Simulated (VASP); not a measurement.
A run of VASP 6.6.1 is set up as follows.

Contents of INCAR:

```
SYSTEM = LiGeN
  ALGO = Normal
  EDIFF = 1E-6
  EDIFFG = -0.01
  ENCUT = 600
  GGA = PE
  IBRION = 2
  ISIF = 3
  ISMEAR = 0
  LASPH = .TRUE.
  LCHARG = .FALSE.
  LREAL = .FALSE.
  LWAVE = .FALSE.
  NELM = 100
  NSW = 100
  PREC = Accurate
  SIGMA = 0.1
```

The input KPOINTS:

```
k-points
0
G
  14 14 12
  0 0 0
```

Contents of POSCAR:

```
LiGeN
1.0
    3.1517775073      0.0000000000      0.0000000000
    0.0000000000      3.1517775073      0.0000000000
    0.0000000000      0.0000000000      3.7811240955
Li Ge N
1 1 1
Direct
    0.5000000000      0.5000000000      0.0000000000
    0.0000000000      0.0000000000      0.5000000000
    0.0000000000      0.0000000000      0.0000000000
```

Potentials or basis: VASP PAW PBE potentials, release 64 (Li_sv, Ge_d, N).

Run with:

```bash
$ cat potpaw_PBE.64/Li_sv/POTCAR potpaw_PBE.64/Ge_d/POTCAR potpaw_PBE.64/N/POTCAR > POTCAR
$ mpirun -np 1 vasp_std > vasp.out
```

Question: What does it give for the band gap on the k mesh?

Answer: Zero (bands 11 and 12 overlap by 2.34 eV).

Question: Predict the relaxed volume.

Answer: 12.69 Å³/atom.

Question: What does it give for the relaxed cell?

Answer: a = 3.170 Å, b = 3.170 Å, c = 3.788 Å, α = 90.00°, β = 90.00°, γ = 90.00°.

Question: Predict the space group after relaxing (to 0.1 Å).

Answer: P4/mmm (No. 123).

Final structure:
```
Li Ge N
1.0
     3.17003    0.00000    0.00000
     0.00000    3.17003    0.00000
     0.00000    0.00000    3.78768
Li Ge N
1 1 1
Direct
  0.50000 0.50000 0.00000
  0.00000 0.00000 0.50000
  0.00000 0.00000 0.00000
```

Caveat: the cutoff is under 1.25 times the usual one of these potentials, so pressure, stress and relaxed cells hold a basis-set (Pulay) error.
